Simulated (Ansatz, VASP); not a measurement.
GaAsSe3: VASP beside Ansatz

```
CELL_PARAMETERS angstrom
4.76259 0.00000 0.00000
0.00000 4.76259 0.00000
0.00000 0.00000 5.83146
ATOMIC_POSITIONS crystal
Ga 0.50000 0.50000 0.61066
As 0.00000 0.00000 0.21813
Se 0.00000 0.50000 0.42427
Se 0.50000 0.00000 0.42427
Se 0.50000 0.50000 0.01288
```

Change from the starting cell: species swapped into the TiPbO3 type (P4mm, No. 99).

Alike in both runs: functional PBE; k mesh 3 × 3 × 3; occupations gaussian, width 0.15 eV; no spin polarisation.

Ansatz relaxed the structure, and its values are those at the end. VASP's run is a single point on that final structure, the one shown.

```csv
,VASP,Ansatz
version,VASP 6.6.1,Ansatz 0.2.0
potentials or method,"VASP PAW PBE potentials, release 64 (Ga_d, As, Se), cutoff 500 eV","scalar-relativistic, plane waves, PAW"
valence electrons in the cell,36,76
```

|  | VASP | Ansatz | Ansatz less VASP |
| --- | --- | --- | --- |
| gap on the k mesh at the Fermi level (eV) | none | none | - |
| pressure (GPa) | 0.2 | 0.1 | -0.09 |
| rms of the force components (eV/Å) | 0.023 | 0.022 | -0.0009 |

A gap of «none» marks a metal or a gap that the smearing closes. VASP's potentials hold 36 valence electrons a cell and Ansatz's 76, so a difference there can come from the potentials and not from the codes.

The k mesh is coarse, so the values compare programs but aren't converged.
